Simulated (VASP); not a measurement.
Runs of VASP 6.6.1 on Ru. The structure is that of space group Fm-3m (No. 225), or close to it. The cells are those of the table. 

```tsv
task	potentials or basis	cell	cutoff (eV)	second run	gap on the mesh (eV)	pressure (GPa)	relaxed volume (Å³/atom)
single point	VASP PAW PBE potentials, release 64 (Ru_pv)	a = 2.674 Å, angles 120.0, 120.0, 90.0°, 1 atom	520	-	none	1.4	-
single point	VASP PAW PBE potentials, release 64 (Ru_sv)	a = 2.674 Å, angles 120.0, 120.0, 90.0°, 1 atom	660	valence_matched	none	0.1	-
relaxation of cell and atoms	VASP PAW PBE potentials, release 64 (Ru_pv)	relaxed from a = 2.749 Å, angles 122.4, 122.4, 85.8°, 1 atom	600	-	none	0.0	(a)
relaxation of cell and atoms	VASP PAW PBE potentials, release 64 (Ru_sv)	relaxed from a = 2.749 Å, angles 122.4, 122.4, 85.8°, 1 atom	660	valence_matched	none	0.0	13.52
```

Alike in all rows: level r2SCAN; no spin polarisation; k mesh 8 × 8 × 8; smearing gaussian 0.1 eV.

Task: Estimate the missing entries.

Result: (a) 13.58.

Caveats: all runs use coarse meshes; the PAW data sets were made with another functional, which shifts forces and pressure a little.

A k mesh can miss the band edges, and the runs leave out spin-orbit coupling on Ru.

A gap of «none» marks levels without a gap at the run's occupations.

The runs don't all hold the same shells in valence.
